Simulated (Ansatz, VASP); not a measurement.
One calculation of Mo, two programs

```
Mo
1.0
     2.74234    0.00000    0.00000
    -1.37117    2.37493    0.00000
     0.00000    0.00000    2.49207
Mo
1
Cartesian
  0.0000 0.0000 1.2460
```

Alike in both runs: functional PBEsol; k mesh 18 × 18 × 16; occupations gaussian, width 0.1 eV; no spin polarisation.

Ansatz relaxed the structure, and its values are those at the end. VASP's run is a single point on that final structure, the one shown.

|  | VASP | Ansatz |
| --- | --- | --- |
| version | VASP 6.6.1 | Ansatz 0.2.0 |
| potentials or method | VASP PAW PBE potentials, release 64 (Mo_sv), cutoff 520 eV | scalar-relativistic, plane waves, PAW |
| valence electrons in the cell | 14 | 14 |

Ansatz gave:

* gap on the k mesh at the Fermi level (eV): none
* pressure (GPa): 0.0

Problem. Estimate VASP's values.

Solution. gap on the k mesh at the Fermi level (eV): none; pressure (GPa): 0.6.

VASP's potentials were made for PBE, not for PBEsol. A gap of «none» marks a metal or a gap that the smearing closes. With one functional, cell and mesh, what is left measures potentials, basis and numerics.
